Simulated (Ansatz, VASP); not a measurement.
# CdF2 in VASP and in Ansatz

File INCAR:

```
ALGO = Normal
EDIFF = 1E-6
ENCUT = 700
GGA = PE
GGA_COMPAT = False
ISIF = 2
ISMEAR = 0
LASPH = True
LCHARG = True
LELF = True
LREAL = False
LVHAR = True
LWAVE = False
NBANDS = 24
NELM = 120
PREC = Accurate
SIGMA = 0.05
```

Contents of KPOINTS:

```
k-points
0
Gamma
  8 8 8
```

The input POSCAR:

```
CdF2
1.0
    0.0000000000      2.6535900000      2.6131800000
    2.6535900000      0.0000000000      2.6131800000
    2.6535900000      2.6535900000      0.0000000000
Cd F
1 2
Direct
    0.0000000000      0.0000000000      0.0000000000
    0.2500000000      0.2500000000      0.2500000000
    0.7500000000      0.7500000000      0.7500000000
```

Input for Ansatz:

```yaml
crystal:
  lattice:
    - [0.0, 2.65359, 2.61318]
    - [2.65359, 0.0, 2.61318]
    - [2.65359, 2.65359, 0.0]
  atoms:
    - { symbol: Cd, position: [0.0, 0.0, 0.0] }
    - { symbol: F, position: [0.25, 0.25, 0.25] }
    - { symbol: F, position: [0.75, 0.75, 0.75] }
basis:
  ecutwfc: 420
kpoints:
  mp_grid: { grid: [8, 8, 8] }
hamiltonian:
  xc: pbe
scf:
  occupations: { method: gaussian, width: 0.05 }
output:
  forces: true
  stress: true
  eigenvalues: true
```

Change from the starting cell: strain -0.015 along x and y, -0.030 along z, atoms carried along.

Alike in both runs: task single point; functional PBE; k mesh 8 × 8 × 8; occupations gaussian, width 0.05 eV; no spin polarisation.

```csv
,VASP,Ansatz
version,VASP 6.6.1,Ansatz 0.2.0
potentials or method,"VASP PAW PBE potentials, release 64 (Cd_sv_GW, F), cutoff 700 eV","scalar-relativistic, plane waves, PAW"
valence electrons in the cell,34,34
```

```csv
,VASP,Ansatz,Ansatz less VASP
gap on the k mesh at the Fermi level (eV),3.30,3.31,+0.012
least direct gap on the mesh (eV),3.71,3.72,+0.009
pressure (GPa),13.3,13.7,+0.43
"traceless stress, the component that is largest in VASP (GPa)",1.16,1.17,+0.003
```
